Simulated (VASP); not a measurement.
The system is CdTe.

```
Te Cd
1.0
     0.00000    3.16168    3.16168
     3.16168    0.00000    3.16168
     3.16168    3.16168    0.00000
Te Cd
1 1
Direct
  0.75000 0.75000 0.75000
  0.00000 0.00000 0.00000
```

Base run:

```yaml
Program: VASP 6.6.1
Functional: BLYP
Potentials_or_basis: VASP PAW PBE potentials, release 64 (Te, Cd)
Cutoff: 520 eV
k_mesh: 7 × 7 × 7
Occupations: fermi-dirac, width 0.05 eV
Spin: no spin polarisation
```

Its results: band gap on the k mesh 0.96 eV; pressure 10.0 GPa.

Question: The run is repeated on the same cell with these changes: functional from BLYP to PBE; dispersion from none to D3(BJ). What comes out?

Answer: Band gap on the k mesh 1.00 eV; pressure 4.7 GPa.

Several settings changed at once.

Caveats: the cell stands under pressure; spin-orbit coupling is left out, which moves the levels of the heavy elements; the PAW data sets were made with another functional, which shifts forces and pressure a little (at least some runs).

